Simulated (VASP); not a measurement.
# GaP (F-43m) in VASP: a series of runs

GaP is run at these levels: r2SCAN, LDA, PBEsol; tasks: single point.

Everything below comes from runs of VASP 6.6.1. Logs are shortened: lines on timing, memory, paths and dates and some standing lists are left out, and cuts for length are marked.

**What was measured.**

From “Stacking defects in GaP nanowires: Electronic structure and optical properties”, 2018, arxiv:1810.01194, for a bulk crystal of GaP at 10 K: band gap 2.34 eV (indirect).

The runs below are set against these values where they give the same quantity.

### Step 1. The cell of the first run

The structure is cubic, space group F-43m (No. 216). The conventional cell has a = 5.438 Å, b = 5.438 Å, c = 5.438 Å, α = 90.00°, β = 90.00°, γ = 90.00°. Ga (site symmetry -43m) has 4 P at 2.35 Å within 3.1 Å. P (site symmetry -43m) has 4 Ga at 2.35 Å within 3.1 Å.

### Step 2. Single point, r2SCAN

Input file POSCAR:

```
GaP
1.0
    0.0000000000      2.7192250975      2.7192250975
    2.7192250975      0.0000000000      2.7192250975
    2.7192250975      2.7192250975      0.0000000000
Ga P
1 1
Direct
    0.0000000000      0.0000000000      0.0000000000
    0.2500000000      0.2500000000      0.2500000000
```

Input file INCAR.step1:

```
SYSTEM = GaP
ALGO = Normal
EDIFF = 1E-4
ENCUT = 520
GGA = PE
ISMEAR = 0
LASPH = .TRUE.
LCHARG = .FALSE.
LREAL = .FALSE.
LWAVE = .TRUE.
NBANDS = 16
NELM = 80
PREC = Accurate
SIGMA = 0.02
```

Input file INCAR.step2:

```
SYSTEM = GaP
ALGO = Normal
EDIFF = 1E-6
ENCUT = 520
ISIF = 2
ISMEAR = 0
ISTART = 1
LASPH = .TRUE.
LCHARG = .TRUE.
LELF = .TRUE.
LMIXTAU = .TRUE.
LREAL = .FALSE.
LVHAR = .TRUE.
LWAVE = .FALSE.
METAGGA = R2SCAN
NBANDS = 16
NELM = 80
PREC = Accurate
SIGMA = 0.02
```

Input file KPOINTS:

```
k-points
0
G
  8 8 8
  0 0 0
```

Potentials or basis: VASP PAW PBE potentials, release 64 (Ga_d, P).

Launch:

```sh
cat potpaw_PBE.64/Ga_d/POTCAR potpaw_PBE.64/P/POTCAR > POTCAR
cp INCAR.step1 INCAR
mpirun -np 1 vasp_std > vasp.out
cp INCAR.step2 INCAR
mpirun -np 1 vasp_std > vasp.out
```

OUTCAR:

```text
SYSTEM = GaP
   EDIFF = 1E-6
   ENCUT = 520
   ISIF = 2
   ISMEAR = 0
   ISTART = 1
   LASPH = .TRUE.
   LREAL = .FALSE.
   METAGGA = R2SCAN
   NELM = 80
   PREC = Accurate

 ion  position               nearest neighbor table
   1  0.000  0.000  0.000-   2 2.35   2 2.35   2 2.35   2 2.35
   2  0.250  0.250  0.250-   1 2.35   1 2.35   1 2.35   1 2.35

  LATTYP: Found a face centered cubic cell.
 ALAT       =     5.4384501950

  Lattice vectors:

 A1 = (   0.0000000000,   2.7192250975,   2.7192250975)
 A2 = (   2.7192250975,   0.0000000000,   2.7192250975)
 A3 = (   2.7192250975,   2.7192250975,   0.0000000000)

Analysis of symmetry for initial positions (statically):
=====================================================================
 Subroutine PRICEL returns:
 Original cell was already a primitive cell.

 Routine SETGRP: Setting up the symmetry group for a
 face centered cubic supercell.

 Subroutine GETGRP returns: Found 24 space group operations
 (whereof 24 operations were pure point group operations)
 out of a pool of 48 trial point group operations.

The static configuration has the point symmetry T_d .

Analysis of symmetry for dynamics (positions and initial velocities):
=====================================================================
 Subroutine PRICEL returns:
 Original cell was already a primitive cell.

 Routine SETGRP: Setting up the symmetry group for a
 face centered cubic supercell.

 Subroutine GETGRP returns: Found 24 space group operations
 (whereof 24 operations were pure point group operations)
 out of a pool of 48 trial point group operations.

The dynamic configuration has the point symmetry T_d .

 Subroutine INISYM returns: Found 24 space group operations
 (whereof 24 operations are pure point group operations),
 and found     1 'primitive' translations

----------------------------------------------------------------------------------------

                                     Primitive cell

  volume of cell :      40.2129

  direct lattice vectors                    reciprocal lattice vectors
     0.000000000  2.719225097  2.719225097    -0.183875914  0.183875914  0.183875914
     2.719225097  0.000000000  2.719225097     0.183875914 -0.183875914  0.183875914
     2.719225097  2.719225097  0.000000000     0.183875914  0.183875914 -0.183875914

  length of vectors
     3.845565012  3.845565012  3.845565012     0.318482425  0.318482425  0.318482425

  position of ions in fractional coordinates (direct lattice)
     0.000000000  0.000000000  0.000000000
     0.250000000  0.250000000  0.250000000

  ion indices of the primitive-cell ions
   primitive index   ion index
                 1           1
                 2           2

----------------------------------------------------------------------------------------

 KPOINTS: k-points

Automatic generation of k-mesh.
 Grid dimensions read from file:
 generate k-points for:    8    8    8

 Generating k-lattice:

  Cartesian coordinates                     Fractional coordinates (reciprocal lattice)
    -0.022984489  0.022984489  0.022984489     0.125000000  0.000000000  0.000000000
     0.022984489 -0.022984489  0.022984489     0.000000000  0.125000000  0.000000000
     0.022984489  0.022984489 -0.022984489     0.000000000  0.000000000  0.125000000

  Length of vectors
     0.039810303  0.039810303  0.039810303

  Shift w.r.t. Gamma in fractional coordinates (k-lattice)
     0.000000000  0.000000000  0.000000000

 Subroutine IBZKPT returns following result:
 ===========================================

 Found     29 irreducible k-points:

 Following reciprocal coordinates:
            Coordinates               Weight
  0.000000  0.000000  0.000000      1.000000
  0.125000  0.000000  0.000000      8.000000
  0.250000  0.000000  0.000000      8.000000
  0.375000  0.000000  0.000000      8.000000
  0.500000  0.000000  0.000000      4.000000
  0.125000  0.125000  0.000000      6.000000
[... 16 lines left out ...]
  0.500000  0.250000  0.125000     48.000000
 -0.375000  0.250000  0.125000     24.000000
 [... further k-points ...]
   k-points           NKPTS =     29   k-points in BZ     NKDIM =     29   number of bands    NBANDS=     16
   number of dos      NEDOS =    301   number of ions     NIONS =      2
   total plane-waves  NPLWV =  27000
   dimension x,y,z NGX =    30 NGY =   30 NGZ =   30
   dimension x,y,z NGXF=    60 NGYF=   60 NGZF=   60
   ions per type =               1   1
   NGX,Y,Z   is equivalent  to a cutoff of  12.97, 12.97, 12.97 a.u.
   NGXF,Y,Z  is equivalent  to a cutoff of  25.94, 25.94, 25.94 a.u.
 SYSTEM =  GaP
   PREC   = accura    normal or accurate (medium, high low for compatibility)
   ISTART =      1    job   : 0-new  1-cont  2-samecut
   ICHARG =      0    charge: 1-file 2-atom 10-const
   ISPIN  =      1    spin polarized calculation?
   LNONCOLLINEAR =      F non collinear calculations
   LSORBIT =      F    spin-orbit coupling
   LASPH  =      T    aspherical Exc in radial PAW
   ENCUT  =  520.0 eV  38.22 Ry    6.18 a.u.   7.15  7.15  7.15*2*pi/ulx,y,z
   NELM   =     80;   NELMIN=  2; NELMDL=  0     # of ELM steps
   EDIFF  = 0.1E-05   stopping-criterion for ELM
   LREAL  =      F    real-space projection
   EDIFFG = 0.1E-04   stopping-criterion for IOM
   NSW    =      0    number of steps for IOM
   IBRION =     -1    ionic relax: 0-MD 1-quasi-New 2-CG
   NFREE  =      0    steps in history (QN), initial steepest desc. (CG)
   ISIF   =      2    stress and relaxation
   ISYM   =      2    0-nonsym 1-usesym 2-fastsym
   POTIM  = 0.5000    time-step for ionic-motion
   TEBEG  =    0.0;   TEEND  =   0.0 temperature during run
   PSTRESS=    0.0 pullay stress
   NELECT =      18.0000    total number of electrons
   NUPDOWN=      -1.0000    fix difference up-down
   EMIN   =  10.00;   EMAX   =-10.00  energy-range for DOS
   EFERMI =   0.00;   METHOD = LEGACY
   ISMEAR =     0;   SIGMA  =   0.02  broadening in eV -4-tet -1-fermi 0-gaus
   EFERMI_NEDOS =   21; number of points for ismear=-14 and -15
   IALGO  =     38    algorithm
   IMIX   =      4    mixing-type and parameters
     AMIX     =   0.40;   BMIX     =  1.00
     AMIX_MAG =   1.60;   BMIX_MAG =  1.00
  volume/ion in A,a.u.               =      20.11       135.69
[... 38 lines left out ...]
      3     -10.4698      2.00000
      4     -10.3539      2.00000
      5     -10.3539      2.00000
      6      -8.5428      2.00000
[... 8 lines left out ...]
     15      14.8125      0.00000
     16      14.8125      0.00000

 k-point     2 :       0.1250    0.0000    0.0000
  band No.  band energies     occupation
      1     -10.4866      2.00000
      2     -10.4646      2.00000
      3     -10.4646      2.00000
      4     -10.3540      2.00000
      5     -10.3540      2.00000
      6      -8.3272      2.00000
[... 8 lines left out ...]
     15      14.1823      0.00000
     16      14.9408      0.00000

 k-point     3 :       0.2500    0.0000    0.0000
  band No.  band energies     occupation
      1     -10.5223      2.00000
      2     -10.4535      2.00000
      3     -10.4535      2.00000
      4     -10.3526      2.00000
      5     -10.3526      2.00000
      6      -7.7193      2.00000
[... 8 lines left out ...]
     15      14.0087      0.00000
     16      15.1130      0.00000

 k-point     4 :       0.3750    0.0000    0.0000
  band No.  band energies     occupation
      1     -10.5533      2.00000
      2     -10.4447      2.00000
      3     -10.4447      2.00000
      4     -10.3488      2.00000
      5     -10.3487      2.00000
      6      -6.8749      2.00000
[... 8 lines left out ...]
     15      15.2893      0.00000
     16      15.2893      0.00000

 k-point     5 :       0.5000    0.0000    0.0000
  band No.  band energies     occupation
      1     -10.5652      2.00000
      2     -10.4418      2.00000
      3     -10.4418      2.00000
      4     -10.3463      2.00000
      5     -10.3463      2.00000
      6      -6.3584      2.00000
[... 8 lines left out ...]
     15      16.8825      0.00000
     16      16.8825      0.00000

 k-point     6 :       0.1250    0.1250    0.0000
  band No.  band energies     occupation
      1     -10.4966      2.00000
      2     -10.4598      2.00000
      3     -10.4597      2.00000
      4     -10.3584      2.00000
      5     -10.3505      2.00000
      6      -8.2559      2.00000
[... 8 lines left out ...]
     15      15.0711      0.00000
     16      15.3202      0.00000

 k-point     7 :       0.2500    0.1250    0.0000
  band No.  band energies     occupation
      1     -10.5246      2.00000
      2     -10.4503      2.00000
      3     -10.4481      2.00000
      4     -10.3617      2.00000
      5     -10.3472      2.00000
      6      -7.7780      2.00000
[... 8 lines left out ...]
     15      15.0881      0.00000
     16      16.3937      0.00000

 k-point     8 :       0.3750    0.1250    0.0000
  band No.  band energies     occupation
      1     -10.5521      2.00000
      2     -10.4426      2.00000
      3     -10.4382      2.00000
      4     -10.3599      2.00000
      5     -10.3443      2.00000
      6      -6.9939      2.00000
[... 8 lines left out ...]
     15      16.0237      0.00000
     16      16.0686      0.00000

 k-point     9 :       0.5000    0.1250    0.0000
  band No.  band energies     occupation
      1     -10.5668      2.00000
      2     -10.4389      2.00000
      3     -10.4347      2.00000
      4     -10.3536      2.00000
      5     -10.3448      2.00000
      6      -6.2755      2.00000
[... 8 lines left out ...]
     15      16.8861      0.00000
     16      17.2895      0.00000
[... 172 lines left out ...]
 k-point    19 :       0.5000    0.3750    0.0000
  band No.  band energies     occupation
      1     -10.5951      2.00000
      2     -10.4077      2.00000
      3     -10.4035      2.00000
      4     -10.3854      2.00000
      5     -10.3336      2.00000
      6      -5.6406      2.00000
[... 8 lines left out ...]
     15      17.2178      0.00000
     16      18.5900      0.00000

 k-point    20 :      -0.3750    0.3750    0.0000
  band No.  band energies     occupation
      1     -10.5873      2.00000
      2     -10.4181      2.00000
      3     -10.4079      2.00000
      4     -10.3749      2.00000
      5     -10.3404      2.00000
      6      -5.4508      2.00000
[... 8 lines left out ...]
     15      15.5175      0.00000
     16      20.2082      0.00000

 k-point    21 :       0.5000    0.5000    0.0000
  band No.  band energies     occupation
      1     -10.6035      2.00000
      2     -10.3981      2.00000
      3     -10.3980      2.00000
      4     -10.3926      2.00000
      5     -10.3301      2.00000
      6      -5.4141      2.00000
[... 8 lines left out ...]
     15      17.5811      0.00000
     16      18.2415      0.00000

 k-point    22 :       0.3750    0.2500    0.1250
  band No.  band energies     occupation
      1     -10.5485      2.00000
      2     -10.4402      2.00000
      3     -10.4359      2.00000
      4     -10.3656      2.00000
      5     -10.3441      2.00000
      6      -7.2043      2.00000
[... 8 lines left out ...]
     15      16.3163      0.00000
     16      17.7547      0.00000

 k-point    23 :       0.5000    0.2500    0.1250
  band No.  band energies     occupation
      1     -10.5663      2.00000
      2     -10.4353      2.00000
      3     -10.4258      2.00000
      4     -10.3634      2.00000
      5     -10.3443      2.00000
      6      -6.4101      2.00000
[... 8 lines left out ...]
     15      16.8009      0.00000
     16      18.1064      0.00000

 k-point    24 :      -0.3750    0.2500    0.1250
  band No.  band energies     occupation
      1     -10.5729      2.00000
      2     -10.4344      2.00000
      3     -10.4222      2.00000
      4     -10.3596      2.00000
      5     -10.3461      2.00000
      6      -5.9315      2.00000
[... 8 lines left out ...]
     15      17.2243      0.00000
     16      17.8230      0.00000

 [... further k-points ...]

------------------------ aborting loop because EDIFF is reached ----------------------------------------

  FORCE on cell =-STRESS in cart. coord.  units (eV):
  Direction    XX          YY          ZZ          XY          YZ          ZX
  --------------------------------------------------------------------------------------
  -------------------------------------------------------------------------------------
  Total        0.1460464      0.1460464      0.1460464     -0.0000000      0.0000000      0.0000000
  in kB        5.8188328      5.8188328      5.8188328     -0.0000000      0.0000000      0.0000000
  external PRESSURE =       5.8188328 kB  Pullay stress =       0.0000000 kB

 VOLUME and BASIS-vectors are now :
 -----------------------------------------------------------------------------
  energy-cutoff  :      520.00
  volume of cell :       40.21
      direct lattice vectors                 reciprocal lattice vectors
     0.000000000  2.719225097  2.719225097    -0.183875914  0.183875914  0.183875914
     2.719225097  0.000000000  2.719225097     0.183875914 -0.183875914  0.183875914
     2.719225097  2.719225097  0.000000000     0.183875914  0.183875914 -0.183875914

 POSITION                                       TOTAL-FORCE (eV/Angst)
 -----------------------------------------------------------------------------------
      0.00000      0.00000      0.00000         0.000000      0.000000      0.000000
      1.35961      1.35961      1.35961        -0.000000     -0.000000     -0.000000
 -----------------------------------------------------------------------------------
    total drift:                                0.000011      0.000011      0.000011

  FREE ENERGIE OF THE ION-ELECTRON SYSTEM (eV)
  ---------------------------------------------------
  free  energy   TOTEN  =       -21.4626297089 eV

  energy  without entropy=      -21.4626297089  energy(sigma->0) =      -21.46262971
```

Run time: 61 s. Hardware: 1 thread of Intel Xeon Platinum 8488C (Sapphire Rapids), shared host; peak memory 0.17 GiB.

What came out:

| Quantity | Value |
| --- | --- |
| Free energy | -21.4626 eV |
| Pressure | 0.6 GPa |
| Band gap on the k mesh | 1.89 eV, indirect (least direct gap 2.40 eV) |

Caveat: the PAW data sets were made with another functional, which shifts forces and pressure a little.

### Step 3. Single point, LDA

Input file INCAR:

```
SYSTEM = GaP
ALGO = Normal
EDIFF = 1E-6
ENCUT = 520
GGA = CA
ISIF = 2
ISMEAR = 0
LASPH = .True.
LCHARG = .False.
LREAL = .False.
LWAVE = .False.
NBANDS = 16
NELM = 80
PREC = Accurate
SIGMA = 0.02
```

Input file KPOINTS:

```
k-points
0
Gamma
  8 8 8
  0 0 0
```

Input file POSCAR:

```
GaP
1.0
    0.0000000000      2.7192250931      2.7192250931
    2.7192250931      0.0000000000      2.7192250931
    2.7192250931      2.7192250931      0.0000000000
Ga P
1 1
Direct
    0.0000000000      0.0000000000      0.0000000000
    0.2500000000      0.2500000000      0.2500000000
```

Potentials or basis: VASP PAW LDA potentials, release 64 (Ga_d, P).

Launch:

```sh
cat potpaw_LDA.64/Ga_d/POTCAR potpaw_LDA.64/P/POTCAR > POTCAR
mpirun -np 1 vasp_std > vasp.out
```

Run time: 31 s. Hardware: 1 thread of Intel Xeon 8259CL, shared host; peak memory 0.15 GiB.

Results (log left out):

```yaml
Free_energy: -10.4442 eV
Pressure: -2.2 GPa
Band_gap_on_the_k_mesh: 1.48 eV, indirect (least direct gap 1.69 eV)
```

Levels at points of the mesh, in eV from the valence-band top:
| k point | band 7 | band 8 | band 9 | band 10 | band 11 | band 12 |
| --- | --- | --- | --- | --- | --- | --- |
| (0.00, 0.00, 0.00) | 0.00 | 0.00 | 0.00 | 1.69 | 3.79 | 3.79 |
| (0.50, 0.00, 0.00) | -6.75 | -1.14 | -1.14 | 1.54 | 4.63 | 4.63 |
| (0.50, 0.50, 0.00) | -6.87 | -2.73 | -2.73 | 1.48 | 1.68 | 10.50 |

### Step 4. Single point, PBEsol

Input file INCAR:

```
PREC = Accurate
ENCUT = 500
EDIFF = 1E-6
ISMEAR = 0
SIGMA = 0.02
LREAL = F
LASPH = T
NELM = 120
ALGO = Normal
ISIF = 2
LWAVE = F
LCHARG = F
GGA = PS
NBANDS = 16
GGA_COMPAT = F
```

Input file KPOINTS:

```
regular mesh
0
Gamma
  6 6 6
```

Input file POSCAR:

```
GaP
1.0
    0.0000000000      2.7192251022      2.7192251022
    2.7192251022      0.0000000000      2.7192251022
    2.7192251022      2.7192251022      0.0000000000
Ga P
1 1
Direct
    0.0000000000      0.0000000000      0.0000000000
    0.2500000000      0.2500000000      0.2500000000
```

Potentials or basis: VASP PAW PBE potentials, release 64 (Ga_d, P).

Launch:

```sh
cat potpaw_PBE.64/Ga_d/POTCAR potpaw_PBE.64/P/POTCAR > POTCAR
mpirun -np 1 vasp_std > vasp.out
```

It took 11 s on 1 thread of AMD EPYC 9R45 (Zen 5), shared host; peak memory 0.12 GiB.

Results (log left out):

```yaml
Free_energy: -9.9061 eV
Pressure: -0.1 GPa
Band_gap_on_the_k_mesh: 1.50 eV, indirect (least direct gap 1.80 eV)
```

Levels at points of the mesh, in eV from the valence-band top:
```csv
k point,band 7,band 8,band 9,band 10,band 11,band 12
"(0.00, 0.00, 0.00)",0.00,0.00,0.00,1.80,3.82,3.82
"(0.50, 0.00, 0.00)",-6.74,-1.14,-1.14,1.60,4.64,4.64
"(0.50, 0.50, 0.00)",-6.84,-2.74,-2.74,1.50,1.71,10.60
```

Caveat: the PAW data sets were made with another functional, which shifts forces and pressure a little.

### Step 5. Summary

```csv
level,potentials or basis,k mesh,cutoff (eV),gap on the mesh (eV),pressure (GPa)
r2SCAN,"VASP PAW PBE potentials, release 64 (Ga_d, P)",8 × 8 × 8,520,1.89,0.6
LDA,"VASP PAW LDA potentials, release 64 (Ga_d, P)",8 × 8 × 8,520,1.48,-2.2
PBEsol,"VASP PAW PBE potentials, release 64 (Ga_d, P)",6 × 6 × 6,500,1.50,-0.1
```

Alike in all rows: task single point; no spin polarisation; cell as given; smearing gaussian 0.02 eV.

Caveats: the PAW data sets were made with another functional, which shifts forces and pressure a little (some runs).

Total energies depend on the potentials used, so only differences within one code and one set of settings carry meaning.

### Step 6. Comparison with measurements

Step 2. A measured gap of GaP is 2.34 eV (indirect; 10 K; quoted in “Stacking defects in GaP nanowires: Electronic structure and optical properties”, 2018, arxiv:1810.01194); the calculated 1.89 eV misses it by -0.45 eV. Spin-orbit coupling on Ga is left out. The value is that of r2SCAN on a finite k mesh, which can miss the band edges, without temperature or zero-point motion.

Step 3. A measured gap of GaP is 2.34 eV (indirect; 10 K; quoted in “Stacking defects in GaP nanowires: Electronic structure and optical properties”, 2018, arxiv:1810.01194); the calculated 1.48 eV misses it by -0.86 eV. Spin-orbit coupling on Ga is left out. The value is that of LDA on a finite k mesh, which can miss the band edges, without temperature or zero-point motion. Semilocal functionals fall short of measured gaps as a rule.

Step 4. Measured gap of GaP: 2.34 eV (indirect; 10 K; quoted in “Stacking defects in GaP nanowires: Electronic structure and optical properties”, 2018, arxiv:1810.01194). This calculation gives 1.50 eV (-0.84 eV). Spin-orbit coupling on Ga is left out. The value is that of PBEsol on a finite k mesh, which can miss the band edges, without temperature or zero-point motion. Semilocal functionals fall short of measured gaps as a rule.
